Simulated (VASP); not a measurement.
# Mo (Im-3m) in VASP: a series of runs

Runs on Mo. Level: LDA. Tasks: single point, relaxation of cell and atoms.

Program: VASP 6.6.1. These are calculated values, not measurements. Logs are shortened: lines on timing, memory, paths and dates and some standing lists are left out, and cuts for length are marked.

**1. The cell of the first run**

It takes space group Im-3m (No. 229, cubic). The conventional cell has a = 3.111 Å, b = 3.111 Å, c = 3.111 Å, α = 90.00°, β = 90.00°, γ = 90.00°. Within 3.6 Å of Mo (site symmetry m-3m) lie 14 Mo at 2.69 to 3.11 Å.

**2. Single point, LDA**

The input, INCAR:

```
SYSTEM = Mo
ALGO = Normal ; EDIFF = 1E-6
ENCUT = 520 ; ISIF = 2
ISMEAR = -1 ; LASPH = .True.
LCHARG = .False. ; LREAL = .False.
LWAVE = .False. ; NBANDS = 13
NELM = 80 ; PREC = Accurate
SIGMA = 0.05
```

The input, KPOINTS:

```
k-points
0
Gamma
  10 10 10
  0 0 0
```

The input, POSCAR:

```
Mo
1.0
   -1.5553915935      1.5553915935      1.5553915935
    1.5553915935     -1.5553915935      1.5553915935
    1.5553915935      1.5553915935     -1.5553915935
Mo
1
Direct
    0.0000000000      0.0000000000      0.0000000000
```

Potentials or basis: VASP PAW LDA potentials, release 64 (Mo_sv).

On the command line:

```console
cat potpaw_LDA.64/Mo_sv/POTCAR > POTCAR
mpirun -np 1 vasp_std > vasp.out
```

OUTCAR:

```text
SYSTEM = Mo
   EDIFF = 1E-6
   ENCUT = 520
   ISIF = 2
   ISMEAR = -1
   LASPH = .True.
   LREAL = .False.
   NELM = 80
   PREC = Accurate

 ion  position               nearest neighbor table
   1  0.000  0.000  0.000-

  LATTYP: Found a body centered cubic cell.
 ALAT       =     3.1107831870

  Lattice vectors:

 A1 = (  -1.5553915935,   1.5553915935,   1.5553915935)
 A2 = (   1.5553915935,  -1.5553915935,   1.5553915935)
 A3 = (   1.5553915935,   1.5553915935,  -1.5553915935)

Analysis of symmetry for initial positions (statically):
=====================================================================
 Subroutine PRICEL returns:
 Original cell was already a primitive cell.

 Routine SETGRP: Setting up the symmetry group for a
 body centered cubic supercell.

 Subroutine GETGRP returns: Found 48 space group operations
 (whereof 48 operations were pure point group operations)
 out of a pool of 48 trial point group operations.

The static configuration has the point symmetry O_h .

Analysis of symmetry for dynamics (positions and initial velocities):
=====================================================================
 Subroutine PRICEL returns:
 Original cell was already a primitive cell.

 Routine SETGRP: Setting up the symmetry group for a
 body centered cubic supercell.

 Subroutine GETGRP returns: Found 48 space group operations
 (whereof 48 operations were pure point group operations)
 out of a pool of 48 trial point group operations.

The dynamic configuration has the point symmetry O_h .

 Subroutine INISYM returns: Found 48 space group operations
 (whereof 48 operations are pure point group operations),
 and found     1 'primitive' translations

----------------------------------------------------------------------------------------

                                     Primitive cell

  volume of cell :      15.0515

  direct lattice vectors                    reciprocal lattice vectors
    -1.555391594  1.555391594  1.555391594     0.000000000  0.321462455  0.321462455
     1.555391594 -1.555391594  1.555391594     0.321462455  0.000000000  0.321462455
     1.555391594  1.555391594 -1.555391594     0.321462455  0.321462455  0.000000000

  length of vectors
     2.694017266  2.694017266  2.694017266     0.454616564  0.454616564  0.454616564

  position of ions in fractional coordinates (direct lattice)
     0.000000000  0.000000000  0.000000000

  ion indices of the primitive-cell ions
   primitive index   ion index
                 1           1

----------------------------------------------------------------------------------------

 KPOINTS: k-points

Automatic generation of k-mesh.
 Grid dimensions read from file:
 generate k-points for:   10   10   10

 Generating k-lattice:

  Cartesian coordinates                     Fractional coordinates (reciprocal lattice)
     0.000000000  0.032146245  0.032146245     0.100000000  0.000000000  0.000000000
     0.032146245  0.000000000  0.032146245     0.000000000  0.100000000  0.000000000
     0.032146245  0.032146245  0.000000000     0.000000000  0.000000000  0.100000000

  Length of vectors
     0.045461656  0.045461656  0.045461656

  Shift w.r.t. Gamma in fractional coordinates (k-lattice)
     0.000000000  0.000000000  0.000000000

 Subroutine IBZKPT returns following result:
 ===========================================

 Found     47 irreducible k-points:

 Following reciprocal coordinates:
            Coordinates               Weight
  0.000000  0.000000  0.000000      1.000000
  0.100000  0.000000  0.000000     12.000000
  0.200000  0.000000  0.000000     12.000000
  0.300000  0.000000  0.000000     12.000000
  0.400000  0.000000  0.000000     12.000000
  0.500000  0.000000  0.000000      6.000000
[... 16 lines left out ...]
  0.300000  0.300000  0.100000      8.000000
 -0.300000  0.300000  0.100000     24.000000
 [... further k-points ...]
   k-points           NKPTS =     47   k-points in BZ     NKDIM =     47   number of bands    NBANDS=     13
   number of dos      NEDOS =    301   number of ions     NIONS =      1
   total plane-waves  NPLWV =   8000
   dimension x,y,z NGX =    20 NGY =   20 NGZ =   20
   dimension x,y,z NGXF=    40 NGYF=   40 NGZF=   40
   ions per type =               1
   NGX,Y,Z   is equivalent  to a cutoff of  12.34, 12.34, 12.34 a.u.
   NGXF,Y,Z  is equivalent  to a cutoff of  24.68, 24.68, 24.68 a.u.
 SYSTEM =  Mo
   PREC   = accura    normal or accurate (medium, high low for compatibility)
   ISTART =      0    job   : 0-new  1-cont  2-samecut
   ICHARG =      2    charge: 1-file 2-atom 10-const
   ISPIN  =      1    spin polarized calculation?
   LNONCOLLINEAR =      F non collinear calculations
   LSORBIT =      F    spin-orbit coupling
   LASPH  =      T    aspherical Exc in radial PAW
   ENCUT  =  520.0 eV  38.22 Ry    6.18 a.u.   5.01  5.01  5.01*2*pi/ulx,y,z
   NELM   =     80;   NELMIN=  2; NELMDL= -5     # of ELM steps
   EDIFF  = 0.1E-05   stopping-criterion for ELM
   LREAL  =      F    real-space projection
   EDIFFG = 0.1E-04   stopping-criterion for IOM
   NSW    =      0    number of steps for IOM
   IBRION =     -1    ionic relax: 0-MD 1-quasi-New 2-CG
   NFREE  =      0    steps in history (QN), initial steepest desc. (CG)
   ISIF   =      2    stress and relaxation
   ISYM   =      2    0-nonsym 1-usesym 2-fastsym
   POTIM  = 0.5000    time-step for ionic-motion
   TEBEG  =    0.0;   TEEND  =   0.0 temperature during run
   PSTRESS=    0.0 pullay stress
   NELECT =      14.0000    total number of electrons
   NUPDOWN=      -1.0000    fix difference up-down
   EMIN   =  10.00;   EMAX   =-10.00  energy-range for DOS
   EFERMI =   0.00;   METHOD = LEGACY
   ISMEAR =    -1;   SIGMA  =   0.05  broadening in eV -4-tet -1-fermi 0-gaus
   EFERMI_NEDOS =   21; number of points for ismear=-14 and -15
   IALGO  =     38    algorithm
   IMIX   =      4    mixing-type and parameters
     AMIX     =   0.40;   BMIX     =  1.00
     AMIX_MAG =   1.60;   BMIX_MAG =  1.00
  volume/ion in A,a.u.               =      15.05       101.57
  Fermi-wavevector in a.u.,A,eV,Ry     =   1.598053  3.019882 34.746184  2.553772
  Thomas-Fermi vector in A             =   2.695563
   LORBIT       =      0    0 simple, 1 ext, 2 COOP (PROOUT), +10 PAW based schemes
   GGA     = CA    functional components
   LHFCALC =     F    Hartree Fock is set to
   AEXX    =    0.0000 exact exchange contribution
   IVDW    =     0    specifies the selected vdW correction
   LEPSILON=     F    determine dielectric tensor
   LRPA    =     F    only Hartree local field effects (RPA)
 non-spin polarized calculation
  energy-cutoff  :      520.00
  volume of cell :       15.05
 maximum number of plane-waves:       418
   NGX =  9   NGY =  9   NGZ =  9

 number of electron      13.9999996 magnetization

 Free energy of the ion-electron system (eV)
  ---------------------------------------------------
  ext. energy  EPLUGINS =         0.00000000
  ---------------------------------------------------
  free energy    TOTEN  =       -12.12178539 eV

  energy without entropy =      -12.11453127  energy(sigma->0) =      -12.11815833

 E-fermi :  13.2119     XC(G=0): -13.8125

 val. band max:       13.2062600093   @ k =  -0.2000   0.2000   0.2000
 cond. band min:      13.2494046679   @ k =   0.5000   0.5000   0.2000
 fundamental gap:      0.0431446586
 Fermi energy:        13.2118630796

 k-point     1 :       0.0000    0.0000    0.0000
  band No.  band energies     occupation
      1     -47.8321      2.00000
      2     -21.1797      2.00000
      3     -21.1797      2.00000
      4     -21.1797      2.00000
      5       5.7407      2.00000
      6      11.6508      2.00000
      7      11.6508      2.00000
      8      11.6508      2.00000
      9      14.7974      0.00000
     10      14.7974      0.00000
     11      27.9639      0.00000
     12      27.9639      0.00000
     13      27.9639      0.00000

 k-point     2 :       0.1000    0.0000    0.0000
  band No.  band energies     occupation
      1     -47.8026      2.00000
      2     -21.3440      2.00000
      3     -21.2300      2.00000
      4     -21.1811      2.00000
      5       6.1932      2.00000
      6      11.3944      2.00000
      7      11.5969      2.00000
      8      12.0873      2.00000
      9      14.4549      0.00000
     10      14.8062      0.00000
     11      28.2902      0.00000
     12      28.7366      0.00000
     13      28.8555      0.00000

 k-point     3 :       0.2000    0.0000    0.0000
  band No.  band energies     occupation
      1     -47.7247      2.00000
      2     -21.7615      2.00000
      3     -21.3598      2.00000
      4     -21.1849      2.00000
      5       7.2715      2.00000
      6      10.7880      2.00000
      7      11.4024      2.00000
      8      13.3374      0.15030
      9      14.1610      0.00000
     10      14.8812      0.00000
     11      28.5164      0.00000
     12      30.0417      0.00000
     13      30.8663      0.00000

 k-point     4 :       0.3000    0.0000    0.0000
  band No.  band energies     occupation
      1     -47.6270      2.00000
      2     -22.2554      2.00000
      3     -21.5163      2.00000
      4     -21.1897      2.00000
      5       7.9180      2.00000
      6      10.1363      2.00000
      7      11.9451      2.00000
      8      14.4554      0.00000
      9      15.0877      0.00000
     10      15.1970      0.00000
     11      27.2953      0.00000
     12      28.7997      0.00000
     13      33.9444      0.00000

 k-point     5 :       0.4000    0.0000    0.0000
  band No.  band energies     occupation
      1     -47.5466      2.00000
      2     -22.6394      2.00000
      3     -21.6401      2.00000
      4     -21.1938      2.00000
      5       7.6991      2.00000
      6       9.6676      2.00000
      7      13.6545      0.00029
      8      14.9116      0.00000
      9      15.3697      0.00000
     10      17.1773      0.00000
     11      25.7564      0.00000
     12      26.4843      0.00000
     13      32.3702      0.00000

 k-point     6 :       0.5000    0.0000    0.0000
  band No.  band energies     occupation
      1     -47.5156      2.00000
      2     -22.7829      2.00000
      3     -21.6867      2.00000
      4     -21.1953      2.00000
      5       7.5246      2.00000
      6       9.4997      2.00000
      7      14.8583      0.00000
      8      14.9185      0.00000
      9      15.5133      0.00000
     10      18.1594      0.00000
     11      25.1241      0.00000
     12      25.3276      0.00000
     13      30.8277      0.00000

 k-point     7 :       0.1000    0.1000    0.0000
  band No.  band energies     occupation
      1     -47.7489      2.00000
      2     -21.6304      2.00000
      3     -21.2877      2.00000
      4     -21.2205      2.00000
      5       6.9914      2.00000
      6      11.0964      2.00000
      7      11.2210      2.00000
      8      13.0371      1.94108
      9      14.0296      0.00000
     10      14.9655      0.00000
     11      28.9024      0.00000
     12      29.6653      0.00000
     13      30.0290      0.00000
[... 193 lines left out ...]
 k-point    20 :       0.2000    0.2000    0.1000
  band No.  band energies     occupation
      1     -47.5394      2.00000
      2     -22.4633      2.00000
      3     -21.6824      2.00000
      4     -21.4426      2.00000
      5       9.3008      2.00000
      6       9.9323      2.00000
      7      10.7986      2.00000
      8      14.9788      0.00000
      9      15.4396      0.00000
     10      19.6223      0.00000
     11      26.3938      0.00000
     12      27.4922      0.00000
     13      28.4693      0.00000

 k-point    21 :       0.3000    0.2000    0.1000
  band No.  band energies     occupation
      1     -47.5014      2.00000
      2     -22.4619      2.00000
      3     -21.9094      2.00000
      4     -21.4835      2.00000
      5       9.1422      2.00000
      6       9.8855      2.00000
      7      11.7364      2.00000
      8      15.2332      0.00000
      9      15.5980      0.00000
     10      21.7225      0.00000
     11      24.1125      0.00000
     12      26.1788      0.00000
     13      28.0552      0.00000

 k-point    22 :      -0.2000    0.2000    0.1000
  band No.  band energies     occupation
      1     -47.6982      2.00000
      2     -21.7641      2.00000
      3     -21.4133      2.00000
      4     -21.3097      2.00000
      5       7.6714      2.00000
      6      11.1845      2.00000
      7      11.4452      2.00000
      8      13.0517      1.92188
      9      13.1855      1.25740
     10      15.5555      0.00000
     11      29.3951      0.00000
     12      30.2225      0.00000
     13      31.4199      0.00000

 k-point    23 :       0.3000    0.3000    0.1000
  band No.  band energies     occupation
      1     -47.4895      2.00000
      2     -22.2096      2.00000
      3     -22.2096      2.00000
      4     -21.5326      2.00000
      5       9.2407      2.00000
      6      10.8502      2.00000
      7      10.8502      2.00000
      8      15.4934      0.00000
      9      15.4934      0.00000
     10      23.2808      0.00000
     11      24.1169      0.00000
     12      24.1169      0.00000
     13      28.3023      0.00000

 k-point    24 :      -0.3000    0.3000    0.1000
  band No.  band energies     occupation
      1     -47.6031      2.00000
      2     -22.2325      2.00000
      3     -21.5726      2.00000
      4     -21.3086      2.00000
      5       8.3226      2.00000
      6      10.5745      2.00000
      7      11.3694      2.00000
      8      13.6421      0.00037
      9      15.0557      0.00000
     10      15.8929      0.00000
     11      27.5883      0.00000
     12      29.4093      0.00000
     13      33.5260      0.00000

 [... further k-points ...]
[... 5 lines left out ...]
  --------------------------------------------------------------------------------------
  -------------------------------------------------------------------------------------
  Total        0.0665469      0.0665469      0.0665469      0.0000000      0.0000000      0.0000000
  in kB        7.0836864      7.0836864      7.0836864      0.0000000      0.0000000      0.0000000
  external PRESSURE =       7.0836864 kB  Pullay stress =       0.0000000 kB

 VOLUME and BASIS-vectors are now :
 -----------------------------------------------------------------------------
  energy-cutoff  :      520.00
  volume of cell :       15.05
      direct lattice vectors                 reciprocal lattice vectors
    -1.555391594  1.555391594  1.555391594     0.000000000  0.321462455  0.321462455
     1.555391594 -1.555391594  1.555391594     0.321462455  0.000000000  0.321462455
     1.555391594  1.555391594 -1.555391594     0.321462455  0.321462455  0.000000000

 POSITION                                       TOTAL-FORCE (eV/Angst)
 -----------------------------------------------------------------------------------
      0.00000      0.00000      0.00000        -0.000000      0.000000      0.000000
 -----------------------------------------------------------------------------------
    total drift:                                0.000000     -0.000000      0.000000

  FREE ENERGIE OF THE ION-ELECTRON SYSTEM (eV)
  ---------------------------------------------------
  free  energy   TOTEN  =       -12.1217853885 eV

  energy  without entropy=      -12.1145312665  energy(sigma->0) =      -12.11815833
```

Run time: 5.9 s. Hardware: 1 thread of Intel Xeon Platinum 8488C (Sapphire Rapids), shared host; peak memory 0.12 GiB.

What came out:

```
Free energy            : -12.1218 eV
Pressure               : 0.7 GPa
Band gap on the k mesh : zero (band 7 reaches 17.34 eV, above the bottom of band 8 at 11.65 eV)
```

**3. Relaxation of cell and atoms, LDA**

This run uses another cell than the first one, of 15.58 Å³/atom, 1.035 times its volume.

The input, INCAR:

```
SYSTEM = Mo
PREC = Accurate
ENCUT = 600
EDIFF = 1E-7
ISMEAR = -1
SIGMA = 0.05
LREAL = .FALSE.
LASPH = .TRUE.
NELM = 100
ALGO = Normal
ISIF = 3
LWAVE = .FALSE.
LCHARG = .FALSE.
GGA = CA
IBRION = 2
NSW = 80
EDIFFG = -0.03
```

The input, KPOINTS:

```
regular mesh
0
G
  10 10 10
  0 0 0
```

The input, POSCAR:

```
Mo
1.0
   -1.5734150000      1.5734150000      1.5734150000
    1.5734150000     -1.5734150000      1.5734150000
    1.5734150000      1.5734150000     -1.5734150000
Mo
1
Direct
    0.0000000000      0.0000000000      0.0000000000
```

Potentials or basis: VASP PAW LDA potentials, release 64 (Mo_sv).

On the command line:

```console
cat potpaw_LDA.64/Mo_sv/POTCAR > POTCAR
mpirun -np 1 vasp_std > vasp.out
```

Wall time 16 s (1 thread of Intel Xeon Platinum 8488C (Sapphire Rapids), shared host); peak memory 0.14 GiB.

It converged, with:

```yaml
Free_energy: -12.1222 eV
Relaxed_volume: 15.10 Å³/atom
Relaxed_cell: a = 2.697 Å, b = 2.697 Å, c = 2.697 Å, α = 109.47°, β = 109.47°, γ = 109.47°
Space_group_after_relaxing_to_0.05_Å: Im-3m (No. 229)
Energy_gained_by_relaxing: 13.7 meV/atom
Ionic_steps: 3
Pressure_after_relaxing: -0.3 GPa
Band_gap_on_the_k_mesh: zero (band 7 reaches 17.26 eV, above the bottom of band 8 at 11.60 eV)
```

Step by step:
```
step  energy change (eV)  largest force (eV/Å)  pressure (GPa)  volume (Å³)
   1              0.0000                0.0000           -8.70        15.58
   2              0.1118                0.0000           32.68        13.75
   3             -0.0137                0.0000           -0.31        15.10
```

Final structure:
```
Mo
1.0
    -1.55721    1.55721    1.55721
     1.55721   -1.55721    1.55721
     1.55721    1.55721   -1.55721
Mo
1
Direct
  0.00000 0.00000 0.00000
```

Levels at points of the mesh, in eV from the Fermi level:
```csv
k point,band 5,band 6,band 7,band 8,band 9,band 10
"(0.00, 0.00, 0.00)",-7.46,-1.55,-1.55,-1.55,1.58,1.58
"(0.50, 0.00, 0.00)",-5.66,-3.69,1.64,1.69,2.29,4.92
"(0.50, 0.50, 0.50)",-5.85,-5.85,4.10,4.10,4.10,9.20
```

LDA usually gives volumes a few per cent too small. Zero-point motion and thermal expansion aren't in these numbers.
